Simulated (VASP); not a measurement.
Ir, 2 atoms in the cell. It takes space group P6_3/mmc (No. 194, hexagonal). The conventional cell has a = 2.693 Å, b = 2.693 Å, c = 4.809 Å, α = 90.00°, β = 90.00°, γ = 120.00°. Ir (site symmetry -6m2) has 12 Ir at 2.69 to 2.86 Å within 3.6 Å. 

```yaml
Program: VASP 6.6.1
Task: single point
Functional: PBE
Potentials_or_basis: VASP PAW PBE potentials, release 64 (Ir)
Cutoff: 520 eV
k_mesh: 18 × 18 × 10
Occupations: gaussian, width 0.15 eV
Spin: no spin polarisation
Dipole_correction: no
Further_INCAR_settings: ALGO = Normal; EDIFF = 1e-06; NBANDS = 16
```

Potentials or basis: VASP PAW PBE potentials, release 64 (Ir).

The run is started by

```console
$ cat potpaw_PBE.64/Ir/POTCAR > POTCAR
$ mpirun -np 1 vasp_std > vasp.out
```

Hardware: 1 thread of AMD EPYC 9R45 96-Core Processor (Zen 5) (shared host).

Estimate the wall time of this run.

Wall time 42 s on 1 thread of AMD EPYC 9R45 96-Core Processor (Zen 5), with other jobs on the host, peak memory 0.18 GiB. Counts: scf iterations 12, k points 222.
